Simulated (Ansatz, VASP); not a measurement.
## HgTe: VASP beside Ansatz

File INCAR:

```
SYSTEM = HgTe
PREC = Accurate
ENCUT = 520
EDIFF = 1E-6
ISMEAR = 0
SIGMA = 0.15
LREAL = .FALSE.
LASPH = .TRUE.
NELM = 80
ALGO = Normal
ISIF = 2
LWAVE = .FALSE.
LCHARG = .FALSE.
GGA = PE
NBANDS = 16
```

File KPOINTS:

```
Automatic mesh
0
G
  16 16 16
  0 0 0
```

POSCAR

```
HgTe
1.0
    0.0000000000      3.1585581823      3.2416781344
    3.1585581823      0.0000000000      3.2416781344
    3.1585581823      3.1585581823      0.0000000000
Hg Te
1 1
Direct
    0.0000000000      0.0000000000      0.0000000000
    0.7500000000      0.7500000000      0.7500000000
```

Input for Ansatz:

```yaml
crystal:
  lattice:
    - [0.0, 3.1585581728, 3.2416781247]
    - [3.1585581728, 0.0, 3.2416781247]
    - [3.1585581728, 3.1585581728, 0.0]
  atoms:
    - { symbol: Hg, position: [0.0, 0.0, 0.0] }
    - { symbol: Te, position: [0.75, 0.75, 0.75] }
basis:
  ecutwfc: 420
kpoints:
  mp_grid: { grid: [16, 16, 16] }
hamiltonian:
  xc: pbe
scf:
  occupations: { method: gaussian, width: 0.15 }
output:
  forces: true
  stress: true
  eigenvalues: true
```

Change from the starting cell: strain -0.050 along x and y, -0.025 along z, atoms carried along.

Alike in both runs: task single point; functional PBE; k mesh 16 × 16 × 16; occupations gaussian, width 0.15 eV; no spin polarisation.

|  | VASP | Ansatz |
| --- | --- | --- |
| version | VASP 6.6.1 | Ansatz 0.2.0 |
| potentials or method | VASP PAW PBE potentials, release 64 (Hg, Te), cutoff 520 eV | scalar-relativistic, plane waves, PAW |
| valence electrons in the cell | 18 | 36 |

|  | VASP | Ansatz | Ansatz less VASP |
| --- | --- | --- | --- |
| gap on the k mesh at the Fermi level (eV) | none | none | - |
| pressure (GPa) | 6.2 | 6.1 | -0.09 |
| traceless stress, the component that is largest in VASP (GPa) | -0.19 | -0.19 | +0.001 |

A gap of «none» marks a metal or a gap that the smearing closes. VASP's potentials hold 18 valence electrons a cell and Ansatz's 36, so a difference there can come from the potentials and not from the codes.

Spin-orbit coupling is off throughout.
